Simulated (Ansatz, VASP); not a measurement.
**NbSi3: VASP beside Ansatz**

```xyz
4
Lattice="3.8861 0.0000 0.0000 0.0000 3.8861 0.0000 0.0000 0.0000 3.8861" Properties=species:S:1:pos:R:3 pbc="T T T"
Nb    0.0000    0.0000    0.0000
Si    0.0000    1.9430    1.9430
Si    1.9430    0.0000    1.9430
Si    1.9430    1.9430    0.0000
```

Alike in both runs: functional PBE; k mesh 12 × 12 × 12; occupations gaussian, width 0.1 eV; no spin polarisation.

Ansatz relaxed the structure, and its values are those at the end. VASP's run is a single point on that final structure, the one shown.

|  | VASP | Ansatz |
| --- | --- | --- |
| version | VASP 6.6.1 | Ansatz 0.2.0 |
| potentials or method | VASP PAW PBE potentials, release 64 (Nb_sv, Si), cutoff 520 eV | scalar-relativistic, plane waves, PAW |
| valence electrons in the cell | 25 | 25 |

```csv
,VASP,Ansatz,Ansatz less VASP
gap on the k mesh at the Fermi level (eV),none,none,-
pressure (GPa),-0.2,0.0,+0.16
```

A gap of «none» marks a metal or a gap that the smearing closes.
